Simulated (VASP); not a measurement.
TePb, 2 atoms in the cell. The structure is cubic, space group Pm-3m (No. 221). Conventional cell: a = 4.002 Å, b = 4.002 Å, c = 4.002 Å, α = 90.00°, β = 90.00°, γ = 90.00°. Within 4.6 Å of Pb (site symmetry m-3m) lie 8 Te at 3.47 Å and 6 Pb at 4.00 Å. Te (site symmetry m-3m) has 8 Pb at 3.47 Å and 6 Te at 4.00 Å within 4.6 Å. 

| Property | Result |
| --- | --- |
| Program | VASP 6.6.1 |
| Task | single point |
| Functional | PBE |
| Potentials or basis | VASP PAW PBE potentials, release 64 (Pb_d, Te) |
| Cutoff | 520 eV |
| k mesh | 7 × 7 × 7 |
| Occupations | gaussian, width 0.023 eV |
| Spin | no spin polarisation |
| Dipole correction | no |
| Further INCAR settings | ALGO = Normal; EDIFF = 1e-07; NBANDS = 17 |

Potentials or basis: VASP PAW PBE potentials, release 64 (Pb_d, Te).

The run is started by

```bash
$ cat potpaw_PBE.64/Pb_d/POTCAR potpaw_PBE.64/Te/POTCAR > POTCAR
$ mpirun -np 1 vasp_std > vasp.out
```

Hardware: 1 thread of Intel Xeon 6975P-C, with other jobs on the host.

**Question.** How long does it take, and how much memory?

**Answer.** Wall time 16 s on 1 thread of Intel Xeon 6975P-C, on a shared host, peak memory 0.18 GiB. Counts: scf iterations 16, k points 20.
